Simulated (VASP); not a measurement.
# InTe4 (Pm-3m) in VASP: notebook

Runs on InTe4. Level: PBE. Tasks: single point, relaxation of cell and atoms.

Program: VASP 6.6.1. These are calculated values, not measurements. Logs are shortened: lines on timing, memory, paths and dates and some standing lists are left out, and cuts for length are marked.

## 1. The cell of the first run

Symmetry: Pm-3m, No. 221, cubic system. Conventional cell: a = 5.855 Å, b = 5.855 Å, c = 5.855 Å, α = 90.00°, β = 90.00°, γ = 90.00°. Within 5.4 Å of In (site symmetry m-3m) lie 20 Te at 4.14 to 5.07 Å. Te (site symmetry 4/mmm) has 2 Te at 2.93 Å within 3.9 Å. Within 3.9 Å of Te (site symmetry m-3m) lie 6 Te at 2.93 Å.

## 2. Single point, PBE

INCAR

```
  PREC = Accurate
  ENCUT = 520
  EDIFF = 1E-6
  ISMEAR = 0
  SIGMA = 0.1
  LREAL = False
  LASPH = True
  NELM = 60
  ALGO = Normal
  ISIF = 2
  LWAVE = False
  LCHARG = False
  GGA = PE
  NBANDS = 26
```

KPOINTS

```
Automatic mesh
0
Gamma
  4 4 4
```

POSCAR

```
InTe4
1.0
    5.8547949500      0.0000000000      0.0000000000
    0.0000000000      5.8547949500      0.0000000000
    0.0000000000      0.0000000000      5.8547949500
In Te
1 4
Direct
    0.0000000000      0.0000000000      0.0000000000
    0.0000000000      0.5000000000      0.5000000000
    0.5000000000      0.0000000000      0.5000000000
    0.5000000000      0.5000000000      0.0000000000
    0.5000000000      0.5000000000      0.5000000000
```

Potentials or basis: VASP PAW PBE potentials, release 64 (In_d, Te).

Launch:

```console
> cat potpaw_PBE.64/In_d/POTCAR potpaw_PBE.64/Te/POTCAR > POTCAR
> mpirun -np 1 vasp_std > vasp.out
```

OUTCAR:

```text
PREC = Accurate
   ENCUT = 520
   EDIFF = 1E-6
   ISMEAR = 0
   LREAL = False
   LASPH = True
   NELM = 60
   ISIF = 2
   GGA = PE

 ion  position               nearest neighbor table
   1  0.000  0.000  0.000-
   2  0.000  0.500  0.500-   5 2.93   5 2.93
   3  0.500  0.000  0.500-   5 2.93   5 2.93
   4  0.500  0.500  0.000-   5 2.93   5 2.93
   5  0.500  0.500  0.500-   2 2.93   3 2.93   4 2.93   4 2.93   3 2.93   2 2.93

  LATTYP: Found a simple cubic cell.
 ALAT       =     5.8547949500

  Lattice vectors:

 A1 = (   5.8547949500,   0.0000000000,   0.0000000000)
 A2 = (   0.0000000000,   5.8547949500,   0.0000000000)
 A3 = (   0.0000000000,   0.0000000000,   5.8547949500)

Analysis of symmetry for initial positions (statically):
=====================================================================
 Subroutine PRICEL returns:
 Original cell was already a primitive cell.

 Routine SETGRP: Setting up the symmetry group for a
 simple cubic supercell.

 Subroutine GETGRP returns: Found 48 space group operations
 (whereof 48 operations were pure point group operations)
 out of a pool of 48 trial point group operations.

The static configuration has the point symmetry O_h .

Analysis of symmetry for dynamics (positions and initial velocities):
=====================================================================
 Subroutine PRICEL returns:
 Original cell was already a primitive cell.

 Routine SETGRP: Setting up the symmetry group for a
 simple cubic supercell.

 Subroutine GETGRP returns: Found 48 space group operations
 (whereof 48 operations were pure point group operations)
 out of a pool of 48 trial point group operations.

The dynamic configuration has the point symmetry O_h .

 Subroutine INISYM returns: Found 48 space group operations
 (whereof 48 operations are pure point group operations),
 and found     1 'primitive' translations

----------------------------------------------------------------------------------------

                                     Primitive cell

  volume of cell :     200.6943

  direct lattice vectors                    reciprocal lattice vectors
     5.854794950  0.000000000  0.000000000     0.170800175  0.000000000  0.000000000
     0.000000000  5.854794950  0.000000000     0.000000000  0.170800175  0.000000000
     0.000000000  0.000000000  5.854794950     0.000000000  0.000000000  0.170800175

  length of vectors
     5.854794950  5.854794950  5.854794950     0.170800175  0.170800175  0.170800175

  position of ions in fractional coordinates (direct lattice)
     0.000000000  0.000000000  0.000000000
     0.000000000  0.500000000  0.500000000
     0.500000000  0.000000000  0.500000000
     0.500000000  0.500000000  0.000000000
     0.500000000  0.500000000  0.500000000

  ion indices of the primitive-cell ions
   primitive index   ion index
                 1           1
                 2           2
                 3           3
                 4           4
                 5           5

----------------------------------------------------------------------------------------

 KPOINTS: Automatic mesh

Automatic generation of k-mesh.
 Grid dimensions read from file:
 generate k-points for:    4    4    4

 Generating k-lattice:

  Cartesian coordinates                     Fractional coordinates (reciprocal lattice)
     0.042700044  0.000000000  0.000000000     0.250000000  0.000000000  0.000000000
     0.000000000  0.042700044  0.000000000     0.000000000  0.250000000  0.000000000
     0.000000000  0.000000000  0.042700044     0.000000000  0.000000000  0.250000000

  Length of vectors
     0.042700044  0.042700044  0.042700044

  Shift w.r.t. Gamma in fractional coordinates (k-lattice)
     0.000000000  0.000000000  0.000000000

 Subroutine IBZKPT returns following result:
 ===========================================

 Found     10 irreducible k-points:

 Following reciprocal coordinates:
            Coordinates               Weight
  0.000000  0.000000  0.000000      1.000000
  0.250000  0.000000  0.000000      6.000000
  0.500000  0.000000  0.000000      3.000000
  0.250000  0.250000  0.000000     12.000000
  0.500000  0.250000  0.000000     12.000000
  0.500000  0.500000  0.000000      3.000000
  0.250000  0.250000  0.250000      8.000000
  0.500000  0.250000  0.250000     12.000000
  0.500000  0.500000  0.250000      6.000000
  0.500000  0.500000  0.500000      1.000000
   k-points           NKPTS =     10   k-points in BZ     NKDIM =     10   number of bands    NBANDS=     26
   number of dos      NEDOS =    301   number of ions     NIONS =      5
   total plane-waves  NPLWV = 110592
   dimension x,y,z NGX =    48 NGY =   48 NGZ =   48
   dimension x,y,z NGXF=    96 NGYF=   96 NGZF=   96
   ions per type =               1   4
   NGX,Y,Z   is equivalent  to a cutoff of  13.63, 13.63, 13.63 a.u.
   NGXF,Y,Z  is equivalent  to a cutoff of  27.26, 27.26, 27.26 a.u.
 SYSTEM =  unknown system
   PREC   = accura    normal or accurate (medium, high low for compatibility)
   ISTART =      0    job   : 0-new  1-cont  2-samecut
   ICHARG =      2    charge: 1-file 2-atom 10-const
   ISPIN  =      1    spin polarized calculation?
   LNONCOLLINEAR =      F non collinear calculations
   LSORBIT =      F    spin-orbit coupling
   LASPH  =      T    aspherical Exc in radial PAW
   ENCUT  =  520.0 eV  38.22 Ry    6.18 a.u.  10.89 10.89 10.89*2*pi/ulx,y,z
   NELM   =     60;   NELMIN=  2; NELMDL= -5     # of ELM steps
   EDIFF  = 0.1E-05   stopping-criterion for ELM
   LREAL  =      F    real-space projection
   EDIFFG = 0.1E-04   stopping-criterion for IOM
   NSW    =      0    number of steps for IOM
   IBRION =     -1    ionic relax: 0-MD 1-quasi-New 2-CG
   NFREE  =      0    steps in history (QN), initial steepest desc. (CG)
   ISIF   =      2    stress and relaxation
   ISYM   =      2    0-nonsym 1-usesym 2-fastsym
   POTIM  = 0.5000    time-step for ionic-motion
   TEBEG  =    0.0;   TEEND  =   0.0 temperature during run
   PSTRESS=    0.0 pullay stress
   NELECT =      37.0000    total number of electrons
   NUPDOWN=      -1.0000    fix difference up-down
   EMIN   =  10.00;   EMAX   =-10.00  energy-range for DOS
   EFERMI =   0.00;   METHOD = LEGACY
   ISMEAR =     0;   SIGMA  =   0.10  broadening in eV -4-tet -1-fermi 0-gaus
   EFERMI_NEDOS =   21; number of points for ismear=-14 and -15
   IALGO  =     38    algorithm
   IMIX   =      4    mixing-type and parameters
     AMIX     =   0.40;   BMIX     =  1.00
     AMIX_MAG =   1.60;   BMIX_MAG =  1.00
  volume/ion in A,a.u.               =      40.14       270.87
  Fermi-wavevector in a.u.,A,eV,Ry     =   0.931745  1.760743 11.811880  0.868149
  Thomas-Fermi vector in A             =   2.058270
   LORBIT       =      0    0 simple, 1 ext, 2 COOP (PROOUT), +10 PAW based schemes
   GGA     = PE    functional components
   LHFCALC =     F    Hartree Fock is set to
   AEXX    =    0.0000 exact exchange contribution
   IVDW    =     0    specifies the selected vdW correction
   LEPSILON=     F    determine dielectric tensor
   LRPA    =     F    only Hartree local field effects (RPA)
 non-spin polarized calculation
 Gauss-broadening in eV      SIGMA  =   0.10
  energy-cutoff  :      520.00
  volume of cell :      200.69
 maximum number of plane-waves:      5449
 NGX is ok and might be reduce to    48
   NGX = 21   NGY = 21   NGZ = 21

 number of electron      36.9999993 magnetization

 Free energy of the ion-electron system (eV)
  ---------------------------------------------------
  ext. energy  EPLUGINS =         0.00000000
  ---------------------------------------------------
  free energy    TOTEN  =       -13.52946438 eV

  energy without entropy =      -13.49799284  energy(sigma->0) =      -13.51372861

 E-fermi :   3.4971     XC(G=0):  -8.2815

 val. band max:        3.4924292554   @ k =   0.2500   0.2500   0.2500
 cond. band min:       3.5458173217   @ k =   0.5000   0.5000   0.2500
 fundamental gap:      0.0533880663
 Fermi energy:         3.4971335259

 k-point     1 :       0.0000    0.0000    0.0000
  band No.  band energies     occupation
      1     -10.6789      2.00000
      2     -10.6789      2.00000
      3     -10.6779      2.00000
      4     -10.6779      2.00000
      5     -10.6779      2.00000
      6      -9.4877      2.00000
[... 18 lines left out ...]
     25       7.7962      0.00000
     26       8.3760      0.00000

 k-point     2 :       0.2500    0.0000    0.0000
  band No.  band energies     occupation
      1     -10.6788      2.00000
      2     -10.6784      2.00000
      3     -10.6781      2.00000
      4     -10.6781      2.00000
      5     -10.6779      2.00000
      6      -9.3659      2.00000
[... 18 lines left out ...]
     25       8.5387      0.00000
     26       8.5542      0.00000

 k-point     3 :       0.5000    0.0000    0.0000
  band No.  band energies     occupation
      1     -10.6786      2.00000
      2     -10.6783      2.00000
      3     -10.6783      2.00000
      4     -10.6780      2.00000
      5     -10.6779      2.00000
      6      -9.2176      2.00000
[... 18 lines left out ...]
     25       8.4969      0.00000
     26       8.4969      0.00000

 k-point     4 :       0.2500    0.2500    0.0000
  band No.  band energies     occupation
      1     -10.6786      2.00000
      2     -10.6784      2.00000
      3     -10.6781      2.00000
      4     -10.6781      2.00000
      5     -10.6781      2.00000
      6      -9.2356      2.00000
[... 18 lines left out ...]
     25       8.4339      0.00000
     26       8.8278      0.00000
[... 90 lines left out ...]
      1     -10.6791      2.00000
      2     -10.6788      2.00000
      3     -10.6784      2.00000
      4     -10.6779      2.00000
      5     -10.6775      2.00000
      6      -8.9161      2.00000
[... 18 lines left out ...]
     25       6.9384      0.00000
     26       9.6839      0.00000

 k-point     9 :       0.5000    0.5000    0.2500
  band No.  band energies     occupation
      1     -10.6796      2.00000
      2     -10.6788      2.00000
      3     -10.6788      2.00000
      4     -10.6777      2.00000
      5     -10.6772      2.00000
      6      -8.7060      2.00000
[... 18 lines left out ...]
     25       6.9338      0.00000
     26      10.2195      0.00000

 k-point    10 :       0.5000    0.5000    0.5000
  band No.  band energies     occupation
      1     -10.6794      2.00000
      2     -10.6794      2.00000
      3     -10.6794      2.00000
      4     -10.6772      2.00000
      5     -10.6772      2.00000
      6      -8.4413      2.00000
[... 18 lines left out ...]
     25       7.2703      0.00000
     26       9.7572      0.00000

------------------------ aborting loop because EDIFF is reached ----------------------------------------

  FORCE on cell =-STRESS in cart. coord.  units (eV):
  Direction    XX          YY          ZZ          XY          YZ          ZX
  --------------------------------------------------------------------------------------
  -------------------------------------------------------------------------------------
  Total        0.1745688      0.1745688      0.1745688      0.0000000      0.0000000     -0.0000000
  in kB        1.3936126      1.3936126      1.3936126      0.0000000      0.0000000     -0.0000000
  external PRESSURE =       1.3936126 kB  Pullay stress =       0.0000000 kB

 VOLUME and BASIS-vectors are now :
 -----------------------------------------------------------------------------
  energy-cutoff  :      520.00
  volume of cell :      200.69
      direct lattice vectors                 reciprocal lattice vectors
     5.854794950  0.000000000  0.000000000     0.170800175  0.000000000  0.000000000
     0.000000000  5.854794950  0.000000000     0.000000000  0.170800175  0.000000000
     0.000000000  0.000000000  5.854794950     0.000000000  0.000000000  0.170800175

 POSITION                                       TOTAL-FORCE (eV/Angst)
 -----------------------------------------------------------------------------------
      0.00000      0.00000      0.00000         0.000000      0.000000      0.000000
      0.00000      2.92740      2.92740         0.000000      0.000000      0.000000
      2.92740      0.00000      2.92740         0.000000      0.000000      0.000000
      2.92740      2.92740      0.00000         0.000000      0.000000      0.000000
      2.92740      2.92740      2.92740         0.000000      0.000000      0.000000
 -----------------------------------------------------------------------------------
    total drift:                                0.000000      0.000000     -0.000000

  FREE ENERGIE OF THE ION-ELECTRON SYSTEM (eV)
  ---------------------------------------------------
  free  energy   TOTEN  =       -13.5294643811 eV

  energy  without entropy=      -13.4979928405  energy(sigma->0) =      -13.51372861
```

It took 54 s on 1 thread of Intel Xeon 6975P-C, shared host; peak memory 0.33 GiB.

Results:

| Item | Value |
| --- | --- |
| Free energy | -13.5295 eV |
| Pressure | 0.1 GPa |

Levels at points of the mesh, in eV from the Fermi level:
```tsv
k point	band 16	band 17	band 18	band 19	band 20	band 21	band 22	band 23
(0.00, 0.00, 0.00)	-0.74	-0.47	-0.47	-0.47	3.67	3.67	3.67	4.30
(0.50, 0.00, 0.00)	-0.79	-0.48	-0.46	-0.46	0.72	2.09	3.05	3.05
(0.50, 0.50, 0.00)	-1.08	-0.89	-0.38	-0.38	0.06	0.58	2.16	3.39
(0.50, 0.50, 0.50)	-0.94	-0.87	-0.87	0.57	0.59	0.59	0.59	3.77
```

Caveat: spin-orbit coupling is left out, which moves the levels of the heavy elements.

## 3. Single point, PBE

This run uses another cell than the first one, of 40.00 Å³/atom, 0.997 times its volume.

INCAR

```
SYSTEM = InTe4
PREC = Accurate ; ENCUT = 520
EDIFF = 1E-6 ; ISMEAR = 0
SIGMA = 0.1 ; LREAL = .FALSE.
LASPH = .TRUE. ; NELM = 80
ALGO = Normal ; ISIF = 2
LWAVE = .FALSE. ; LCHARG = .FALSE.
GGA = PE ; NBANDS = 26
```

KPOINTS

```
regular mesh
0
G
  6 6 6
  0 0 0
```

Edit POSCAR of step 2 so:

```diff
@@ -2,5 +2,5 @@
 1.0
-    5.8547949500      0.0000000000      0.0000000000
-    0.0000000000      5.8547949500      0.0000000000
-    0.0000000000      0.0000000000      5.8547949500
+    5.8480452503      0.0000000000      0.0000000000
+    0.0000000000      5.8480452503      0.0000000000
+    0.0000000000      0.0000000000      5.8480452503
 In Te
```

Potentials or basis: VASP PAW PBE potentials, release 64 (In_d, Te).

Launch:

```console
> cat potpaw_PBE.64/In_d/POTCAR potpaw_PBE.64/Te/POTCAR > POTCAR
> mpirun -np 1 vasp_std > vasp.out
```

It took 1.7 min on 1 thread of Intel Xeon 6975P-C, shared host; peak memory 0.37 GiB.

Results (log left out):

- Free energy: -13.6482 eV
- Pressure: -0.1 GPa

Levels at points of the mesh, in eV from the Fermi level:
```tsv
k point	band 16	band 17	band 18	band 19	band 20	band 21	band 22	band 23
(0.00, 0.00, 0.00)	-0.74	-0.46	-0.46	-0.46	3.73	3.73	3.73	4.27
(0.50, 0.00, 0.00)	-0.78	-0.53	-0.45	-0.45	0.71	2.15	3.12	3.12
(0.50, 0.50, 0.00)	-1.07	-0.94	-0.43	-0.43	0.01	0.60	2.22	3.45
(0.50, 0.50, 0.50)	-1.03	-0.92	-0.92	0.54	0.62	0.62	0.62	3.84
```

Caveat: spin-orbit coupling is left out, which moves the levels of the heavy elements.

(Continued in part 2 of 2.)
